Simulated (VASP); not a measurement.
Write the native input for VASP 6.6.1 that does the following.

| Item | Value |
| --- | --- |
| Task | single point |
| Functional | PBE |
| Potentials or basis | VASP PAW PBE potentials, release 64 (Pb_d) |
| Cutoff | 520 eV |
| k mesh | 18 × 18 × 18 |
| Occupations | gaussian, width 0.1 eV |
| Spin | no spin polarisation |
| Dipole correction | no |
| Further INCAR settings | ALGO = Fast; EDIFF = 1e-07; NBANDS = 13 |

The structure of Pb lies in POSCAR:

```
Pb
1.0
    2.4751015413      1.4290005411      1.6083431714
   -2.4751015413      1.4290005411      1.6083431714
    0.0000000000     -2.8580010823      1.6083431714
Pb
1
Direct
    0.0000000000      0.0000000000      0.0000000000
```

These files were run (other wordings do the same):

INCAR

```
SYSTEM = Pb
PREC = Accurate ; ENCUT = 520
EDIFF = 1E-7 ; ISMEAR = 0
SIGMA = 0.1 ; LREAL = .FALSE.
LASPH = .TRUE. ; NELM = 80
ALGO = Fast ; ISIF = 2
LWAVE = .FALSE. ; LCHARG = .FALSE.
GGA = PE ; NBANDS = 13
```

KPOINTS

```
regular mesh
0
G
  18 18 18
  0 0 0
```

Potentials or basis: VASP PAW PBE potentials, release 64 (Pb_d).

Command:

```sh
$ cat potpaw_PBE.64/Pb_d/POTCAR > POTCAR
$ mpirun -np 1 vasp_std > vasp.out
```

It gave:

```
Pressure               : -0.1 GPa
Band gap on the k mesh : zero (bands 7 and 8 overlap by 5.75 eV)
```

Caveat: spin-orbit coupling is left out, which moves the levels of the heavy elements.

Wall time 110 s on 1 thread of Intel(R) Xeon(R) Platinum 8259CL CPU @ 2.50GHz (Skylake/Cascade Lake) (shared host), peak memory 0.32 GiB.
